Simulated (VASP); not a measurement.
A run of VASP 6.6.1 is set up as follows.

INCAR

```
PREC = Accurate
ENCUT = 520
EDIFF = 1E-6
ISMEAR = -1
SIGMA = 0.03
LREAL = F
LASPH = T
NELM = 60
ALGO = Normal
ISIF = 2
LWAVE = F
LCHARG = F
GGA = PS
NBANDS = 32
```

KPOINTS

```
regular mesh
0
Gamma
  6 6 2
```

The input POSCAR:

```
Na2AgBr3
1.0
    4.1582651877      0.0000000000      0.0000000000
   -2.0791325939      3.6011632882      0.0000000000
    0.0000000000      0.0000000000      9.9837659156
Na Ag Br
2 1 3
Direct
    0.3333333333      0.6666666667      0.8276807512
    0.6666666667      0.3333333333      0.1723192488
    0.0000000000      0.0000000000      0.5000000000
    0.3333333333      0.6666666667      0.3454807384
    0.6666666667      0.3333333333      0.6545192616
    0.0000000000      0.0000000000      0.0000000000
```

Potentials or basis: VASP PAW PBE potentials, release 64 (Na_pv, Ag, Br).

Command:

```console
$ cat potpaw_PBE.64/Na_pv/POTCAR potpaw_PBE.64/Ag/POTCAR potpaw_PBE.64/Br/POTCAR > POTCAR
$ mpirun -np 1 vasp_std > vasp.out
```

(1) Predict the band gap on the k mesh.

(2) What does it give for the largest force?

(3) Estimate the pressure.

Answers

(1) 2.28 eV (least direct gap 2.29 eV).

(2) 0.008 eV/Å.

(3) 0.0 GPa.

Caveat: the PAW data sets were made with another functional, which shifts forces and pressure a little.
